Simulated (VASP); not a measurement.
Set up this calculation in VASP 6.6.1, as the native input.

- Task: single point
- Functional: PBE
- Potentials or basis: VASP PAW PBE potentials, release 64 (Cr_pv, Cu, O)
- Cutoff: 600 eV
- k mesh: 14 × 14 × 14
- Occupations: gaussian, width 0.05 eV
- Spin: no spin polarisation
- Dipole correction: no
- Further INCAR settings: ALGO = Normal; EDIFF = 1e-06; NBANDS = 26

The structure of CrCuO2 lies in POSCAR:

```
CrCuO2
1.0
    1.3875270669      0.8010891256      6.1553741156
   -1.3875270669      0.8010891256      6.1553741156
    0.0000000000     -1.6021782511      6.1553741156
Cr Cu O
1 1 2
Direct
    0.5000000000      0.5000000000      0.5000000000
    0.0000000000      0.0000000000      0.0000000000
    0.1035461417      0.1035461417      0.1035461417
    0.8964538583      0.8964538583      0.8964538583
```

These files were run (other wordings do the same):

INCAR

```
SYSTEM = CrCuO2
PREC = Accurate ; ENCUT = 600
EDIFF = 1E-6 ; ISMEAR = 0
SIGMA = 0.05 ; LREAL = .False.
LASPH = .True. ; NELM = 120
ALGO = Normal ; ISIF = 2
LWAVE = .False. ; LCHARG = .False.
GGA = PE ; NBANDS = 26
GGA_COMPAT = .False.
```

KPOINTS

```
regular mesh
0
Gamma
  14 14 14
  0 0 0
```

Potentials or basis: VASP PAW PBE potentials, release 64 (Cr_pv, Cu, O).

Command:

```console
$ cat potpaw_PBE.64/Cr_pv/POTCAR potpaw_PBE.64/Cu/POTCAR potpaw_PBE.64/O/POTCAR > POTCAR
$ mpirun -np 1 vasp_std > vasp.out
```

Results of the run:

```yaml
Pressure: -5.5 GPa
Band_gap_on_the_k_mesh: zero (an odd number of electrons rules out a gap without spin polarisation)
```

Caveat: the cell stands under tension; an odd number of electrons without spin polarisation forces a metal; a magnetic or distorted state may lie lower; the run has no spin polarisation, though such a crystal can be magnetic; semilocal functionals often make such compounds metallic where correlation or magnetic order opens a gap, which also shifts bond lengths.

Wall time 38 min on 1 thread of Oxide Virtual Turin-like Processor, on a shared host, peak memory 0.64 GiB.
